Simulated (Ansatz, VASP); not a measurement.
PbSe: VASP beside Ansatz

```
Pb Se
1.0
     0.00000    3.03198    3.12339
     3.03198    0.00000    3.12339
     3.03198    3.03198    0.00000
Pb Se
1 1
Direct
  0.00000 0.00000 0.00000
  0.50000 0.50000 0.50000
```

Change from the starting cell: z stretched by +2 % at fixed volume.

Alike in both runs: task single point; functional PBE; k mesh 7 × 7 × 7; occupations fermi-dirac, width 0.02 eV; no spin polarisation.

|  | VASP | Ansatz |
| --- | --- | --- |
| version | VASP 6.6.1 | Ansatz 0.2.0 |
| potentials or method | VASP PAW PBE potentials, release 64 (Pb_d, Se), cutoff 500 eV | all-electron LAPW, scalar-relativistic |

Ansatz gave:

```
gap on the k mesh at the Fermi level (eV)                     : 0.84
pressure (GPa)                                                : 2.4
traceless stress, the component that is largest in VASP (GPa) : -2.38
```

**Question.** Which values does VASP return?

**Answer.** gap on the k mesh at the Fermi level (eV): 0.85; pressure (GPa): 2.4; traceless stress, the component that is largest in VASP (GPa): -2.39.

Ansatz ran all-electron here, and VASP with PAW potentials.

Neither program's run includes spin-orbit coupling.
